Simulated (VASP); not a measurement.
The system is MgO.

```
Mg O
1.0
     0.00000    2.10217    2.18625
     2.10217    0.00000    2.18625
     2.10217    2.10217    0.00000
Mg O
1 1
Direct
  0.00000 0.00000 0.00000
  0.50000 0.50000 0.50000
```

This cell differs from its parent crystal: uniaxial z strain +4.0%.

Base run:

| Item | Value |
| --- | --- |
| Program | VASP 6.6.1 |
| Functional | HSE06 |
| Potentials or basis | VASP PAW PBE potentials, release 64 (Mg, O) |
| Cutoff | 520 eV |
| k mesh | 8 × 8 × 8 |
| Occupations | gaussian, width 0.01 eV |
| Spin | no spin polarisation |

Its results: band gap on the k mesh 6.01 eV, direct; pressure -6.2 GPa.

Q: The run is repeated on the same cell with these changes: functional from HSE06 to PBE; k mesh from 8 × 8 × 8 to 6 × 6 × 6. What comes out?

A: Band gap on the k mesh 4.34 eV, direct; pressure -0.9 GPa.

Several settings changed at once, so the effect can't be laid on one alone.

Caveats: some runs use coarse meshes; the PAW data sets were made with another functional, which shifts forces and pressure a little (some runs).

